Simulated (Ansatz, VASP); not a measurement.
## MnS: VASP beside Ansatz

File INCAR:

```
SYSTEM = MnS
PREC = Accurate
ENCUT = 600
EDIFF = 1E-6
ISMEAR = -1
SIGMA = 0.05
LREAL = .FALSE.
LASPH = .TRUE.
NELM = 200
ALGO = Normal
ISIF = 2
LWAVE = .FALSE.
LCHARG = .TRUE.
ISPIN = 2
MAGMOM = 4 0
LORBIT = 11
LMAXMIX = 4
LDAU = .TRUE.
LDAUTYPE = 2
LDAUL = 2 -1
LDAUU = 2 0
LDAUJ = 0 0
LDAUPRINT = 1
GGA = PS
LELF = .TRUE.
LVHAR = .TRUE.
NBANDS = 22
GGA_COMPAT = .FALSE.
```

File KPOINTS:

```
Automatic mesh
0
G
  9 9 9
  0 0 0
```

Contents of POSCAR:

```
MnS
1.0
    0.0000000000      2.6045000000      2.6045000000
    2.6045000000      0.0000000000      2.6045000000
    2.6045000000      2.6045000000      0.0000000000
Mn S
1 1
Direct
    0.0000000000      0.0000000000      0.0000000000
    0.5000000000      0.5000000000      0.5000000000
```

File input.yaml:

```yaml
crystal:
  lattice:
    - [0.0, 2.6045, 2.6045]
    - [2.6045, 0.0, 2.6045]
    - [2.6045, 2.6045, 0.0]
  atoms:
    - { symbol: Mn, position: [0.0, 0.0, 0.0], spin: 4.0 }
    - { symbol: S, position: [0.5, 0.5, 0.5] }
hamiltonian:
  xc: pbesol
  pseudopotentials: { kind: paw }
  hubbard: { sites: [{ species: Mn, l: d, u_eff: 2.0 }] }
magnetization:
  spin_polarized: true
kpoints:
  mp_grid: { grid: [9, 9, 9] }
scf:
  occupations: { method: fermi_dirac, width: 0.05 }
  n_extra_bands: 6
output:
  forces: true
  stress: true
  eigenvalues: true
  dos: { projected: true, de: 0.05, nscf_kmesh: { grid: [14, 14, 14] } }
```

Alike in both runs: functional PBEsol; k mesh 9 × 9 × 9; occupations fermi-dirac, width 0.05 eV; collinear spin; Hubbard terms Mn d U = 2.0 eV.

|  | VASP | Ansatz |
| --- | --- | --- |
| version | VASP 6.6.1 | Ansatz 0.2.0 |
| potentials or method | VASP PAW PBE potentials, release 64 (Mn_sv, S) | Ansatz PAW |
| plane-wave cutoff (eV) | 600 | 420 |
| valence electrons in the cell | 21 | 21 |
| task | single point | projected density of states |

|  | VASP | Ansatz | Ansatz less VASP |
| --- | --- | --- | --- |
| gap on the k mesh at the Fermi level (eV) | none | none | - |
| pressure (GPa) | -3.1 | -1.2 | +1.89 |
| net moment per atom (μB) | 2.47 | 2.49 | +0.019 |
| size of the moment on the site where the two differ most (μB) | 4.29 | 4.42 | +0.130 |

VASP's potentials were made for PBE, not for PBEsol. Site moments also hang on the region over which each program counts them. The programs project onto different local orbitals, so the same U acts differently, and such runs can settle in different states. A gap of «none» marks a metal or a gap that the smearing closes.

Noted on Ansatz's run: the magnetic or orbital state may not be the lowest.
